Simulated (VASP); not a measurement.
# ScSi4O (P6/mmm) in VASP: further runs

ScSi4O is run at these levels: PBE; tasks: relaxation of cell and atoms, single point.

All numbers are computed with VASP 6.6.1; they aren't measurements. Logs are shortened: lines on timing, memory, paths and dates and some standing lists are left out, and cuts for length are marked.

**1. The cell of the first run**

Symmetry: P6/mmm, No. 191, hexagonal system. The conventional cell has a = 4.027 Å, b = 4.027 Å, c = 6.051 Å, α = 90.00°, β = 90.00°, γ = 120.00°. Sc (site symmetry 6/mmm) has 6 Si at 2.33 Å and 2 O at 3.03 Å within 3.1 Å. Si (site symmetry -6m2) has 3 O at 2.33 Å and 5 Si at 2.33 to 3.03 Å within 3.1 Å. Within 3.1 Å of Si (site symmetry -6m2) lie 3 Sc at 2.33 Å and 5 Si at 2.33 to 3.03 Å. Within 3.1 Å of O (site symmetry 6/mmm) lie 6 Si at 2.33 Å and 2 Sc at 3.03 Å.

The cell was generated, and may not be a known phase.

**2. Relaxation of cell and atoms, PBE**

INCAR

```
PREC = Accurate ; ENCUT = 600
EDIFF = 1E-7 ; ISMEAR = 0
SIGMA = 0.1 ; LREAL = False
LASPH = True ; NELM = 60
ALGO = Normal ; ISIF = 3
LWAVE = False ; LCHARG = False
GGA = PE ; IBRION = 2
NSW = 90 ; EDIFFG = -0.04
```

KPOINTS

```
regular mesh
0
Gamma
  6 6 4
```

POSCAR

```
ScSi4O
1.0
    4.0271869900      0.0000000000      0.0000000000
   -2.0135934900      3.4876462400      0.0000000000
    0.0000000000      0.0000000000      6.0510553600
Sc Si O
1 4 1
Direct
    0.0000000000      0.0000000000      0.5000000000
    0.3333333300      0.6666666700      0.0000000000
    0.6666666700      0.3333333300      0.0000000000
    0.3333333300      0.6666666700      0.5000000000
    0.6666666700      0.3333333300      0.5000000000
    0.0000000000      0.0000000000      0.0000000000
```

Potentials or basis: VASP PAW PBE potentials, release 64 (Sc_sv, Si, O).

Launch:

```console
> cat potpaw_PBE.64/Sc_sv/POTCAR potpaw_PBE.64/Si/POTCAR potpaw_PBE.64/O/POTCAR > POTCAR
> mpirun -np 1 vasp_std > vasp.out
```

OUTCAR:

```text
PREC = Accurate
   ENCUT = 600
   EDIFF = 1E-7
   ISMEAR = 0
   LREAL = False
   LASPH = True
   NELM = 60
   ISIF = 3
   GGA = PE
   IBRION = 2
   NSW = 90
   EDIFFG = -0.04

 ion  position               nearest neighbor table
   1  0.000  0.000  0.500-   4 2.33   5 2.33   4 2.33   5 2.33   5 2.33   4 2.33
   2  0.333  0.667  0.000-   6 2.33   3 2.33   3 2.33   6 2.33   6 2.33   3 2.33   4 3.03   4 3.03

   3  0.667  0.333  0.000-   6 2.33   2 2.33   2 2.33   6 2.33   6 2.33   2 2.33   5 3.03   5 3.03

   4  0.333  0.667  0.500-   1 2.33   5 2.33   5 2.33   1 2.33   1 2.33   5 2.33   2 3.03   2 3.03

   5  0.667  0.333  0.500-   1 2.33   4 2.33   4 2.33   1 2.33   1 2.33   4 2.33   3 3.03   3 3.03

   6  0.000  0.000  0.000-   2 2.33   3 2.33   2 2.33   3 2.33   3 2.33   2 2.33

  LATTYP: Found a hexagonal cell.
 ALAT       =     4.0271869900
 C/A-ratio  =     1.5025513777

  Lattice vectors:

 A1 = (   4.0271869900,   0.0000000000,   0.0000000000)
 A2 = (  -2.0135934900,   3.4876462400,   0.0000000000)
 A3 = (   0.0000000000,   0.0000000000,   6.0510553600)

Analysis of symmetry for initial positions (statically):
=====================================================================
 Subroutine PRICEL returns:
 Original cell was already a primitive cell.

 Routine SETGRP: Setting up the symmetry group for a
 hexagonal supercell.

 Subroutine GETGRP returns: Found 24 space group operations
 (whereof 24 operations were pure point group operations)
 out of a pool of 24 trial point group operations.

The static configuration has the point symmetry D_6h.

Analysis of symmetry for dynamics (positions and initial velocities):
=====================================================================
 Subroutine PRICEL returns:
 Original cell was already a primitive cell.

 Routine SETGRP: Setting up the symmetry group for a
 hexagonal supercell.

 Subroutine GETGRP returns: Found 24 space group operations
 (whereof 24 operations were pure point group operations)
 out of a pool of 24 trial point group operations.

The dynamic configuration has the point symmetry D_6h.

 Subroutine INISYM returns: Found 24 space group operations
 (whereof 24 operations are pure point group operations),
 and found     1 'primitive' translations

----------------------------------------------------------------------------------------

                                     Primitive cell

  volume of cell :      84.9895

  direct lattice vectors                    reciprocal lattice vectors
     4.027186990  0.000000000  0.000000000     0.248312284  0.143363164  0.000000000
    -2.013593490  3.487646240  0.000000000     0.000000000  0.286726328  0.000000000
     0.000000000  0.000000000  6.051055360     0.000000000  0.000000000  0.165260428

  length of vectors
     4.027186990  4.027186988  6.051055360     0.286726328  0.286726328  0.165260428

  position of ions in fractional coordinates (direct lattice)
     0.000000000  0.000000000  0.500000000
     0.333333330  0.666666670  0.000000000
     0.666666670  0.333333330  0.000000000
     0.333333330  0.666666670  0.500000000
     0.666666670  0.333333330  0.500000000
     0.000000000  0.000000000  0.000000000

  ion indices of the primitive-cell ions
   primitive index   ion index
                 1           1
                 2           2
                 3           3
                 4           4
                 5           5
                 6           6

----------------------------------------------------------------------------------------

 KPOINTS: regular mesh

Automatic generation of k-mesh.
 Grid dimensions read from file:
 generate k-points for:    6    6    4

 Generating k-lattice:

  Cartesian coordinates                     Fractional coordinates (reciprocal lattice)
     0.041385381  0.023893861  0.000000000     0.166666667  0.000000000  0.000000000
     0.000000000  0.047787721  0.000000000     0.000000000  0.166666667  0.000000000
     0.000000000  0.000000000  0.041315107     0.000000000  0.000000000  0.250000000

  Length of vectors
     0.047787721  0.047787721  0.041315107

  Shift w.r.t. Gamma in fractional coordinates (k-lattice)
     0.000000000  0.000000000  0.000000000

 Subroutine IBZKPT returns following result:
 ===========================================

 Found     21 irreducible k-points:

 Following reciprocal coordinates:
            Coordinates               Weight
  0.000000  0.000000  0.000000      1.000000
  0.166667 -0.000000  0.000000      6.000000
  0.333333  0.000000  0.000000      6.000000
  0.500000  0.000000  0.000000      3.000000
  0.166667  0.166667  0.000000      6.000000
  0.333333  0.166667  0.000000     12.000000
[... 13 lines left out ...]
  0.333333  0.166667  0.500000     12.000000
  0.333333  0.333333  0.500000      2.000000
   k-points           NKPTS =     21   k-points in BZ     NKDIM =     21   number of bands    NBANDS=     20
   number of dos      NEDOS =    301   number of ions     NIONS =      6
   total plane-waves  NPLWV =  49152
   dimension x,y,z NGX =    32 NGY =   32 NGZ =   48
   dimension x,y,z NGXF=    64 NGYF=   64 NGZF=   96
   ions per type =               1   4   1
   NGX,Y,Z   is equivalent  to a cutoff of  13.21, 13.21, 13.19 a.u.
   NGXF,Y,Z  is equivalent  to a cutoff of  26.42, 26.42, 26.37 a.u.
 SYSTEM =  unknown system
   PREC   = accura    normal or accurate (medium, high low for compatibility)
   ISTART =      0    job   : 0-new  1-cont  2-samecut
   ICHARG =      2    charge: 1-file 2-atom 10-const
   ISPIN  =      1    spin polarized calculation?
   LNONCOLLINEAR =      F non collinear calculations
   LSORBIT =      F    spin-orbit coupling
   LASPH  =      T    aspherical Exc in radial PAW
   ENCUT  =  600.0 eV  44.10 Ry    6.64 a.u.   8.04  8.04 12.09*2*pi/ulx,y,z
   NELM   =     60;   NELMIN=  2; NELMDL= -5     # of ELM steps
   EDIFF  = 0.1E-06   stopping-criterion for ELM
   LREAL  =      F    real-space projection
   EDIFFG = -.4E-01   stopping-criterion for IOM
   NSW    =     90    number of steps for IOM
   IBRION =      2    ionic relax: 0-MD 1-quasi-New 2-CG
   NFREE  =      1    steps in history (QN), initial steepest desc. (CG)
   ISIF   =      3    stress and relaxation
   ISYM   =      2    0-nonsym 1-usesym 2-fastsym
   POTIM  = 0.5000    time-step for ionic-motion
   TEBEG  =    0.0;   TEEND  =   0.0 temperature during run
   PSTRESS=    0.0 pullay stress
   NELECT =      33.0000    total number of electrons
   NUPDOWN=      -1.0000    fix difference up-down
   EMIN   =  10.00;   EMAX   =-10.00  energy-range for DOS
   EFERMI =   0.00;   METHOD = LEGACY
   ISMEAR =     0;   SIGMA  =   0.10  broadening in eV -4-tet -1-fermi 0-gaus
   EFERMI_NEDOS =   21; number of points for ismear=-14 and -15
   IALGO  =     38    algorithm
   IMIX   =      4    mixing-type and parameters
     AMIX     =   0.40;   BMIX     =  1.00
     AMIX_MAG =   1.60;   BMIX_MAG =  1.00
  volume/ion in A,a.u.               =      14.16        95.59
  Fermi-wavevector in a.u.,A,eV,Ry     =   1.194330  2.256957 19.407681  1.426424
  Thomas-Fermi vector in A             =   2.330323
   LORBIT       =      0    0 simple, 1 ext, 2 COOP (PROOUT), +10 PAW based schemes
   GGA     = PE    functional components
   LHFCALC =     F    Hartree Fock is set to
   AEXX    =    0.0000 exact exchange contribution
   IVDW    =     0    specifies the selected vdW correction
   LEPSILON=     F    determine dielectric tensor
   LRPA    =     F    only Hartree local field effects (RPA)
 conjugate gradient relaxation of ions
 non-spin polarized calculation
 Gauss-broadening in eV      SIGMA  =   0.10
  energy-cutoff  :      600.00
  volume of cell :       84.99
 maximum number of plane-waves:      2862
   NGX = 17   NGY = 17   NGZ = 25

--------------------------------------- Ionic step        1  -------------------------------------------

 number of electron      33.0000006 magnetization

 Free energy of the ion-electron system (eV)
  ---------------------------------------------------
  ext. energy  EPLUGINS =         0.00000000
  ---------------------------------------------------
  free energy    TOTEN  =       -27.75942444 eV

  energy without entropy =      -27.72638167  energy(sigma->0) =      -27.74290306

------------------------ aborting loop because EDIFF is reached ----------------------------------------

  FORCE on cell =-STRESS in cart. coord.  units (eV):
  Direction    XX          YY          ZZ          XY          YZ          ZX
  --------------------------------------------------------------------------------------
  -------------------------------------------------------------------------------------
  Total       27.6236627     27.6236627     -8.1626669      0.0000000      0.0000000      0.0000000
  in kB      520.7466641    520.7466644   -153.8782746      0.0000007      0.0000000      0.0000000
  external PRESSURE =     295.8716846 kB  Pullay stress =       0.0000000 kB
[... 27 lines left out ...]
--------------------------------------- Ionic step        2  -------------------------------------------

 number of electron      33.0000001 magnetization

 E-fermi :   4.7095     XC(G=0):  -9.6897

 val. band max:        4.6960001870   @ k =   0.3333   0.3333   0.0000
 cond. band min:       4.7201266465   @ k =   0.3333   0.0000   0.5000
 fundamental gap:      0.0241264595
 Fermi energy:         4.7094725051

 k-point     1 :       0.0000    0.0000    0.0000
  band No.  band energies     occupation
      1     -45.4572      2.00000
      2     -24.1391      2.00000
      3     -24.0272      2.00000
      4     -24.0272      2.00000
      5     -11.6544      2.00000
      6      -5.4821      2.00000
[... 545 lines left out ...]
  FREE ENERGIE OF THE ION-ELECTRON SYSTEM (eV)
  ---------------------------------------------------
  free  energy   TOTEN  =       -31.4384588064 eV

  energy  without entropy=      -31.3962216537  energy(sigma->0) =      -31.41734023

 E-fermi :  10.8481     XC(G=0): -11.9974

 val. band max:       10.8424674594   @ k =   0.5000   0.0000   0.2500
 cond. band min:      10.8574651655   @ k =   0.3333   0.0000   0.0000
 fundamental gap:      0.0149977061
 Fermi energy:        10.8480647680

 k-point     1 :       0.0000    0.0000    0.0000
  band No.  band energies     occupation
      1     -37.2808      2.00000
      2     -17.3527      2.00000
      3     -15.9024      2.00000
      4     -15.9024      2.00000
      5      -9.2089      2.00000
      6      -3.9949      2.00000
[... 472 lines left out ...]
     19      13.9455      0.00000
     20      13.9455      0.00000

[... ionic steps 4 to 11 ...]

--------------------------------------- Ionic step       12  -------------------------------------------

 number of electron      33.0000002 magnetization

------------------------ aborting loop because EDIFF is reached ----------------------------------------
[... 75 lines left out ...]
--------------------------------------- Ionic step       14  -------------------------------------------

 number of electron      33.0000002 magnetization

 Free energy of the ion-electron system (eV)
  ---------------------------------------------------
  ext. energy  EPLUGINS =         0.00000000
  ---------------------------------------------------
  free energy    TOTEN  =       -33.51043639 eV

  energy without entropy =      -33.48500445  energy(sigma->0) =      -33.49772042

 E-fermi :   7.0556     XC(G=0): -10.7118

 val. band max:        7.0546927233   @ k =   0.3333   0.0000   0.2500
 cond. band min:       7.0886721249   @ k =   0.5000   0.0000   0.0000
 fundamental gap:      0.0339794016
 Fermi energy:         7.0555630157

 k-point     1 :       0.0000    0.0000    0.0000
  band No.  band energies     occupation
      1     -42.4131      2.00000
      2     -21.0808      2.00000
      3     -21.0808      2.00000
      4     -21.0403      2.00000
      5     -10.2913      2.00000
      6      -4.6512      2.00000
[... 505 lines left out ...]
  FREE ENERGIE OF THE ION-ELECTRON SYSTEM (eV)
  ---------------------------------------------------
  free  energy   TOTEN  =       -33.5104363894 eV

  energy  without entropy=      -33.4850044496  energy(sigma->0) =      -33.49772042

 reached required accuracy - stopping structural energy minimisation
```

Wall time 10 min (1 thread of Intel Xeon 8259CL, shared host); peak memory 0.25 GiB.

Results:

- Free energy: -33.5104 eV
- Relaxed volume: 15.44 Å³/atom
- Relaxed cell: a = 4.770 Å, b = 4.770 Å, c = 4.702 Å, α = 90.00°, β = 90.00°, γ = 120.00°
- Space group after relaxing (to 0.1 Å): P6/mmm (No. 191)
- Pressure after relaxing: 0.0 GPa
- Band gap on the k mesh: zero (an odd number of electrons rules out a gap without spin polarisation)

Final structure:
```yaml
crystal:
  lattice:
    - [4.76959, 0.00000, 0.00000]
    - [-2.38479, 4.13058, 0.00000]
    - [0.00000, 0.00000, 4.70208]
  atoms:
    - { symbol: Sc, position: [0.00000, 0.00000, 0.50000] }
    - { symbol: Si, position: [0.33333, 0.66667, 0.00000] }
    - { symbol: Si, position: [0.66667, 0.33333, 0.00000] }
    - { symbol: Si, position: [0.33333, 0.66667, 0.50000] }
    - { symbol: Si, position: [0.66667, 0.33333, 0.50000] }
    - { symbol: O, position: [0.00000, 0.00000, 0.00000] }
```

Caveat: a cell axis changed by over 15 % at a fixed basis, so the end point is rough; an odd number of electrons without spin polarisation forces a metal; a magnetic or distorted state may lie lower.

**3. Single point, PBE**

This run uses another cell than the first one, of 15.57 Å³/atom.

INCAR

```
PREC = Accurate
ENCUT = 520
EDIFF = 1E-6
ISMEAR = 0
SIGMA = 0.1
LREAL = False
LASPH = True
NELM = 60
ALGO = Normal
ISIF = 2
LWAVE = False
LCHARG = False
GGA = PE
NBANDS = 26
```

KPOINTS

```
regular mesh
0
Gamma
  12 12 8
```

POSCAR

```
ScSi4O
1.0
    4.8089428921      0.0000000000      0.0000000000
   -2.4044714460      4.1646667099      0.0000000000
    0.0000000000      0.0000000000      4.6633351445
Sc Si O
1 4 1
Direct
    0.0000000000      0.0000000000      0.5000000000
    0.3333333333      0.6666666667      0.0000000000
    0.6666666667      0.3333333333      0.0000000000
    0.3333333333      0.6666666667      0.5000000000
    0.6666666667      0.3333333333      0.5000000000
    0.0000000000      0.0000000000      0.0000000000
```

Potentials or basis: VASP PAW PBE potentials, release 64 (Sc_sv, Si, O).

Launch:

```console
> cat potpaw_PBE.64/Sc_sv/POTCAR potpaw_PBE.64/Si/POTCAR potpaw_PBE.64/O/POTCAR > POTCAR
> mpirun -np 1 vasp_std > vasp.out
```

Wall time 3.9 min (1 thread of Intel Xeon 8259CL, shared host); peak memory 0.35 GiB.

The run converged. Its results:

| Quantity | Value |
| --- | --- |
| Free energy | -33.4966 eV |
| Pressure | 0.0 GPa |
| Band gap on the k mesh | zero (an odd number of electrons rules out a gap without spin polarisation) |

Levels at points of the mesh, in eV from the Fermi level:
| k point | band 13 | band 14 | band 15 | band 16 | band 17 | band 18 | band 19 | band 20 | band 21 | band 22 |
| --- | --- | --- | --- | --- | --- | --- | --- | --- | --- | --- |
| (0.00, 0.00, 0.00) | -3.63 | -2.30 | -1.85 | 0.29 | 0.29 | 1.04 | 1.04 | 1.19 | 1.61 | 1.61 |
| (0.50, 0.00, 0.00) | -2.57 | -2.54 | -2.01 | -1.42 | 0.02 | 0.93 | 1.30 | 1.69 | 2.15 | 2.69 |
| (0.00, 0.00, 0.50) | -3.50 | -3.50 | -2.16 | -2.16 | 0.65 | 0.65 | 1.43 | 2.25 | 2.46 | 2.46 |
| (0.50, 0.00, 0.50) | -2.03 | -2.03 | -0.21 | -0.20 | 0.26 | 1.82 | 1.95 | 2.00 | 2.72 | 3.41 |

Caveat: an odd number of electrons without spin polarisation forces a metal; a magnetic or distorted state may lie lower.

**4. Relaxation of cell and atoms, PBE**

This run uses another cell than the first one, of 15.47 Å³/atom.

INCAR

```
ALGO     = Normal         # electronic algorithm
EDIFF    = 1E-7           # SCF threshold, eV
EDIFFG   = -0.01          # ionic threshold
ENCUT    = 600            # plane-wave cutoff, eV
GGA      = PE             # functional
IBRION   = 2              # ionic algorithm
ISIF     = 3              # what is computed and relaxed
ISMEAR   = 0              # smearing method
LASPH    = T              # aspherical terms in the spheres
LCHARG   = F              # write CHGCAR
LREAL    = F              # projectors in reciprocal space
LWAVE    = F              # write WAVECAR
NELM     = 100            # most SCF steps
NSW      = 100            # ionic steps
PREC     = Accurate       # precision mode
SIGMA    = 0.1            # smearing width, eV
```

KPOINTS

```
k-points
0
Gamma
  12 12 8
```

Edit POSCAR of step 3 so:

```diff
@@ -2,5 +2,5 @@
 1.0
-    4.8089428921      0.0000000000      0.0000000000
-   -2.4044714460      4.1646667099      0.0000000000
-    0.0000000000      0.0000000000      4.6633351445
+    4.7745712844      0.0000000000      0.0000000000
+   -2.3872856422      4.1349000245      0.0000000000
+    0.0000000000      0.0000000000      4.7003196523
 Sc Si O
```

Launch:

```console
> cat potpaw_PBE.64/Sc_sv/POTCAR potpaw_PBE.64/Si/POTCAR potpaw_PBE.64/O/POTCAR > POTCAR
> mpirun -np 1 vasp_std > vasp.out
```

It took 14 min on 1 thread of Intel Xeon 8259CL, shared host; peak memory 0.41 GiB.

Results (log left out):

| Property | Result |
| --- | --- |
| Free energy | -33.4983 eV |
| Relaxed volume | 15.57 Å³/atom |
| Relaxed cell | a = 4.809 Å, b = 4.809 Å, c = 4.664 Å, α = 90.00°, β = 90.00°, γ = 120.00° |
| Space group after relaxing (to 0.1 Å) | P6/mmm (No. 191) |
| Energy gained by relaxing | 1.3 meV/atom |
| Ionic steps | 5 |
| Pressure after relaxing | 0.0 GPa |
| Band gap on the k mesh | zero (an odd number of electrons rules out a gap without spin polarisation) |

Step by step:
| step | energy change (eV) | largest force (eV/Å) | pressure (GPa) | volume (Å³) |
| --- | --- | --- | --- | --- |
| 1 | 0.0000 | 0.0000 | 0.17 | 92.80 |
| 2 | -0.0073 | 0.0000 | 0.34 | 93.01 |
| 3 | -0.0075 | 0.0000 | 0.39 | 93.05 |
| 4 | -0.0078 | 0.0000 | -0.18 | 93.60 |
| 5 | -0.0079 | 0.0000 | 0.00 | 93.42 |

Final structure:
```yaml
crystal:
  lattice:
    - [4.80921, 0.00000, 0.00000]
    - [-2.40460, 4.16490, 0.00000]
    - [0.00000, 0.00000, 4.66416]
  atoms:
    - { symbol: Sc, position: [0.00000, 0.00000, 0.50000] }
    - { symbol: Si, position: [0.33333, 0.66667, 0.00000] }
    - { symbol: Si, position: [0.66667, 0.33333, 0.00000] }
    - { symbol: Si, position: [0.33333, 0.66667, 0.50000] }
    - { symbol: Si, position: [0.66667, 0.33333, 0.50000] }
    - { symbol: O, position: [0.00000, 0.00000, 0.00000] }
```

Levels at points of the mesh, in eV from the Fermi level:
```
           k point  band 14  band 15  band 16  band 17  band 18  band 19  band 20
(0.00, 0.00, 0.00)    -2.30    -1.84     0.29     0.29     1.04     1.04     1.19
(0.50, 0.00, 0.00)    -2.54    -2.01    -1.42     0.03     0.93     1.30     1.69
(0.00, 0.00, 0.50)    -3.50    -2.16    -2.16     0.65     0.65     1.43     2.24
(0.50, 0.00, 0.50)    -2.03    -0.21    -0.20     0.26     1.82     1.95     2.00
```

Caveat: an odd number of electrons without spin polarisation forces a metal; a magnetic or distorted state may lie lower.

**5. Summary**

```tsv
task	cell	k mesh	cutoff (eV)	gap on the mesh (eV)	pressure (GPa)	relaxed volume (Å³/atom)
relaxation of cell and atoms	relaxed from a = 4.027, b = 4.027, c = 6.051 Å, angles 90.0, 90.0, 120.0°, 6 atoms	6 × 6 × 4	600	none	0.0	15.44
single point	a = 4.809, b = 4.809, c = 4.663 Å, angles 90.0, 90.0, 120.0°, 6 atoms	12 × 12 × 8	520	none	0.0	-
relaxation of cell and atoms	relaxed from a = 4.775, b = 4.775, c = 4.700 Å, angles 90.0, 90.0, 120.0°, 6 atoms	12 × 12 × 8	600	none	0.0	15.57
```

Alike in all rows: level PBE; potentials or basis VASP PAW PBE potentials, release 64 (Sc_sv, Si, O); no spin polarisation; smearing gaussian 0.1 eV.

Caveats: an odd number of electrons without spin polarisation forces a metal; a magnetic or distorted state may lie lower; a cell axis changed by over 15 % at a fixed basis, so the end point is rough (at least some runs).

Total energies depend on the potentials used, so only differences within one code and one set of settings carry meaning.

The gap in the log of VASP goes by the Fermi energy; the results here count the filled bands.